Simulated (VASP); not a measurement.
# NbAs (F-43m) in VASP: notebook, part 2 of 3

VASP 6.6.1. Earlier steps stand in the parts before.

### 3 Single point, PBEsol

This run uses another cell than the first one, of 19.76 Å³/atom, 1.120 times its volume.

The input, INCAR:

```
SYSTEM = NbAs
PREC     = Accurate       ! precision mode
ENCUT    = 520            ! plane-wave cutoff, eV
EDIFF    = 1E-7           ! SCF threshold, eV
ISMEAR   = 0              ! smearing method
SIGMA    = 0.05           ! smearing width, eV
LREAL    = .False.        ! projectors in reciprocal space
LASPH    = .True.         ! aspherical terms in the spheres
NELM     = 60             ! most SCF steps
ALGO     = Normal         ! electronic algorithm
ISIF     = 2              ! what is computed and relaxed
LWAVE    = .False.        ! write WAVECAR
LCHARG   = .False.        ! write CHGCAR
GGA      = PS             ! functional
NBANDS   = 16             ! bands
```

The input, KPOINTS:

```
Automatic mesh
0
Gamma
  10 10 10
  0 0 0
```

The input, POSCAR:

```
NbAs
1.0
    0.0000000000      2.7033702769      2.7033702769
    2.7033702769      0.0000000000      2.7033702769
    2.7033702769      2.7033702769      0.0000000000
Nb As
1 1
Direct
    0.0000000000      0.0000000000      0.0000000000
    0.2500000000      0.2500000000      0.2500000000
```

Potentials or basis: VASP PAW PBE potentials, release 64 (Nb_sv, As).

Run with:

```bash
cat potpaw_PBE.64/Nb_sv/POTCAR potpaw_PBE.64/As/POTCAR > POTCAR
mpirun -np 1 vasp_std > vasp.out
```

OUTCAR:

```text
SYSTEM = NbAs
   PREC = Accurate
   ENCUT = 520
   EDIFF = 1E-7
   ISMEAR = 0
   LREAL = .False.
   LASPH = .True.
   NELM = 60
   ISIF = 2
   GGA = PS

 ion  position               nearest neighbor table
   1  0.000  0.000  0.000-   2 2.34   2 2.34   2 2.34   2 2.34
   2  0.250  0.250  0.250-   1 2.34   1 2.34   1 2.34   1 2.34

  LATTYP: Found a face centered cubic cell.
 ALAT       =     5.4067405538

  Lattice vectors:

 A1 = (   0.0000000000,   2.7033702769,   2.7033702769)
 A2 = (   2.7033702769,   0.0000000000,   2.7033702769)
 A3 = (   2.7033702769,   2.7033702769,   0.0000000000)

Analysis of symmetry for initial positions (statically):
=====================================================================
 Subroutine PRICEL returns:
 Original cell was already a primitive cell.

 Routine SETGRP: Setting up the symmetry group for a
 face centered cubic supercell.

 Subroutine GETGRP returns: Found 24 space group operations
 (whereof 24 operations were pure point group operations)
 out of a pool of 48 trial point group operations.

The static configuration has the point symmetry T_d .

Analysis of symmetry for dynamics (positions and initial velocities):
=====================================================================
 Subroutine PRICEL returns:
 Original cell was already a primitive cell.

 Routine SETGRP: Setting up the symmetry group for a
 face centered cubic supercell.

 Subroutine GETGRP returns: Found 24 space group operations
 (whereof 24 operations were pure point group operations)
 out of a pool of 48 trial point group operations.

The dynamic configuration has the point symmetry T_d .

 Subroutine INISYM returns: Found 24 space group operations
 (whereof 24 operations are pure point group operations),
 and found     1 'primitive' translations
[... 103 lines left out ...]
   POTIM  = 0.5000    time-step for ionic-motion
   TEBEG  =    0.0;   TEEND  =   0.0 temperature during run
   PSTRESS=    0.0 pullay stress
   NELECT =      18.0000    total number of electrons
   NUPDOWN=      -1.0000    fix difference up-down
   EMIN   =  10.00;   EMAX   =-10.00  energy-range for DOS
   EFERMI =   0.00;   METHOD = LEGACY
   ISMEAR =     0;   SIGMA  =   0.05  broadening in eV -4-tet -1-fermi 0-gaus
   EFERMI_NEDOS =   21; number of points for ismear=-14 and -15
   IALGO  =     38    algorithm
   IMIX   =      4    mixing-type and parameters
     AMIX     =   0.40;   BMIX     =  1.00
     AMIX_MAG =   1.60;   BMIX_MAG =  1.00
  volume/ion in A,a.u.               =      19.76       133.33
  Fermi-wavevector in a.u.,A,eV,Ry     =   1.259651  2.380395 21.588635  1.586720
  Thomas-Fermi vector in A             =   2.393200
   LORBIT       =      0    0 simple, 1 ext, 2 COOP (PROOUT), +10 PAW based schemes
   GGA     = PS    functional components
   LHFCALC =     F    Hartree Fock is set to
   AEXX    =    0.0000 exact exchange contribution
   IVDW    =     0    specifies the selected vdW correction
   LEPSILON=     F    determine dielectric tensor
   LRPA    =     F    only Hartree local field effects (RPA)
 non-spin polarized calculation
 Gauss-broadening in eV      SIGMA  =   0.05
  energy-cutoff  :      520.00
  volume of cell :       39.51
 maximum number of plane-waves:      1090
   NGX = 15   NGY = 15   NGZ = 15

 number of electron      18.0000002 magnetization

 Free energy of the ion-electron system (eV)
  ---------------------------------------------------
  ext. energy  EPLUGINS =         0.00000000
  ---------------------------------------------------
  free energy    TOTEN  =       -14.75311328 eV

  energy without entropy =      -14.75152564  energy(sigma->0) =      -14.75231946

 E-fermi :   7.9648     XC(G=0): -11.0671

 val. band max:        7.9258153350   @ k =  -0.1000   0.1000   0.0000
 cond. band min:       7.9877843317   @ k =   0.1000   0.1000   0.0000
 fundamental gap:      0.0619689967
 Fermi energy:         7.9648380432

 k-point     1 :       0.0000    0.0000    0.0000
  band No.  band energies     occupation
      1     -47.0923      2.00000
      2     -23.2655      2.00000
      3     -23.2655      2.00000
      4     -23.2655      2.00000
      5      -4.6802      2.00000
      6       3.8287      2.00000
[... 433 lines left out ...]
      3     -23.3209      2.00000
      4     -23.3161      2.00000
      5      -3.3219      2.00000
      6       2.5497      2.00000
[... 8 lines left out ...]
     15      16.7565      0.00000
     16      19.5305      0.00000

 [... further k-points ...]
[... 5 lines left out ...]
  --------------------------------------------------------------------------------------
  -------------------------------------------------------------------------------------
  Total        6.7379154      6.7379154      6.7379154      0.0000000      0.0000000      0.0000000
  in kB      273.2055643    273.2055643    273.2055643      0.0000000      0.0000000      0.0000000
  external PRESSURE =     273.2055643 kB  Pullay stress =       0.0000000 kB

 VOLUME and BASIS-vectors are now :
 -----------------------------------------------------------------------------
  energy-cutoff  :      520.00
  volume of cell :       39.51
      direct lattice vectors                 reciprocal lattice vectors
     0.000000000  2.703370277  2.703370277    -0.184954316  0.184954316  0.184954316
     2.703370277  0.000000000  2.703370277     0.184954316 -0.184954316  0.184954316
     2.703370277  2.703370277  0.000000000     0.184954316  0.184954316 -0.184954316

 POSITION                                       TOTAL-FORCE (eV/Angst)
 -----------------------------------------------------------------------------------
      0.00000      0.00000      0.00000         0.000000      0.000000      0.000000
      1.35169      1.35169      1.35169        -0.000000     -0.000000     -0.000000
 -----------------------------------------------------------------------------------
    total drift:                                0.000000      0.000000      0.000000

  FREE ENERGIE OF THE ION-ELECTRON SYSTEM (eV)
  ---------------------------------------------------
  free  energy   TOTEN  =       -14.7531132791 eV

  energy  without entropy=      -14.7515256363  energy(sigma->0) =      -14.75231946
```

OSZICAR:

```text
N       E                     dE             d eps       ncg     rms          rms(c)
DAV:   1     0.140591382295E+03    0.14059E+03   -0.91948E+03  1504   0.107E+03
DAV:   2    -0.875996948238E+01   -0.14935E+03   -0.14294E+03  1872   0.348E+02
DAV:   3    -0.153551109757E+02   -0.65951E+01   -0.64368E+01  2368   0.623E+01
DAV:   4    -0.156582959982E+02   -0.30319E+00   -0.30289E+00  1968   0.128E+01
DAV:   5    -0.156677609249E+02   -0.94649E-02   -0.94637E-02  2416   0.199E+00    0.886E+00
DAV:   6    -0.147576581591E+02    0.91010E+00   -0.23005E+00  2384   0.134E+01    0.314E+00
DAV:   7    -0.147540971259E+02    0.35610E-02   -0.10370E-01  1928   0.251E+00    0.177E+00
DAV:   8    -0.147532687975E+02    0.82833E-03   -0.25007E-02  2744   0.122E+00    0.208E-01
DAV:   9    -0.147531507593E+02    0.11804E-03   -0.10306E-03  2056   0.331E-01    0.993E-02
DAV:  10    -0.147531101008E+02    0.40658E-04   -0.12667E-04  1864   0.101E-01    0.352E-02
DAV:  11    -0.147531146201E+02   -0.45193E-05   -0.24440E-05  1928   0.589E-02    0.106E-02
DAV:  12    -0.147531135877E+02    0.10324E-05   -0.13576E-06  2056   0.118E-02    0.481E-03
DAV:  13    -0.147531133220E+02    0.26571E-06   -0.38535E-07  2032   0.565E-03    0.105E-03
DAV:  14    -0.147531132791E+02    0.42966E-07   -0.33315E-08  1104   0.182E-03
   1 F= -.14753113E+02 E0= -.14752319E+02  d E =-.158764E-02
```

It took 13 s on 1 thread of Intel Xeon 6975P-C (Granite Rapids), shared host; peak memory 0.17 GiB.

What came out:

- Free energy: -14.7531 eV
- Pressure: 27.3 GPa
- Band gap on the k mesh: zero (band 9 reaches 8.45 eV, above the bottom of band 10 at 7.72 eV)

Caveat: the PAW data sets were made with another functional, which shifts forces and pressure a little.

[end of part 2 of 3]
